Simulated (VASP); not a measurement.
Runs of VASP 6.6.1 on NbRu3. The structure is that of space group P-6m2 (No. 187), or close to it. The cells are those of the table. 

```tsv
cell	gap on the mesh (eV)	pressure (GPa)	largest force (eV/Å)
a = 2.756, b = 2.756, c = 8.953 Å, angles 90.0, 90.0, 120.0°, 4 atoms	none	(a)	0.31
a = 2.812, b = 2.812, c = 9.132 Å, angles 90.0, 90.0, 120.0°, 4 atoms	none	(b)	0.49
a = 2.728, b = 2.728, c = 8.860 Å, angles 90.0, 90.0, 120.0°, 4 atoms	none	-3.5	0.18
a = 2.784, b = 2.784, c = 9.043 Å, angles 90.0, 90.0, 120.0°, 4 atoms	none	-19.0	0.41
a = 2.838, b = 2.838, c = 9.219 Å, angles 90.0, 90.0, 120.0°, 4 atoms	none	-29.7	0.56
```

Alike in all rows: task single point; level LDA; potentials or basis VASP PAW LDA potentials, release 64 (Nb_sv, Ru_pv); no spin polarisation; k mesh 10 × 10 × 3; cutoff (eV) 520; smearing methfessel-paxton 0.1 eV.

Q: Estimate the missing entries.

A: (a) -11.9; (b) -24.8.

Caveats: the cell stands under tension.

A k mesh can miss the band edges, and the runs leave out spin-orbit coupling on Nb, Ru.

A gap of «none» marks levels without a gap at the run's occupations.
